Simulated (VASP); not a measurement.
Pt, 2 atoms in the cell. The structure is cubic, space group Fd-3m (No. 227). Conventional cell: a = 5.773 Å, b = 5.773 Å, c = 5.773 Å, α = 90.00°, β = 90.00°, γ = 90.00°. Within 3.3 Å of Pt (site symmetry -43m) lie 4 Pt at 2.50 Å. This isn't the form of Pt at room conditions, which is fcc.

| Property | Result |
| --- | --- |
| Program | VASP 6.6.1 |
| Task | relaxation of cell and atoms |
| Functional | PBE |
| Potentials or basis | VASP PAW PBE potentials, release 64 (Pt) |
| Cutoff | 600 eV |
| k mesh | 13 × 13 × 13 |
| Occupations | methfessel-paxton, width 0.05 eV |
| Spin | no spin polarisation |
| Dipole correction | no |
| Further INCAR settings | ALGO = Normal; EDIFF = 1e-06; IBRION = 2; EDIFFG = -0.02; NSW = 80; ISIF = 3 |

Potentials or basis: VASP PAW PBE potentials, release 64 (Pt).

The run is started by

```bash
$ cat potpaw_PBE.64/Pt/POTCAR > POTCAR
$ mpirun -np 1 vasp_std > vasp.out
```

Hardware: 1 thread of Intel(R) Xeon(R) Platinum 8488C (Sapphire Rapids) (shared host).

Task: How long does it take, and how much memory?

Result: Run time: 97 s on 1 thread of Intel(R) Xeon(R) Platinum 8488C (Sapphire Rapids), on a shared host, peak memory 0.24 GiB. Counts: scf iterations 23, k points 84, ion steps 3.
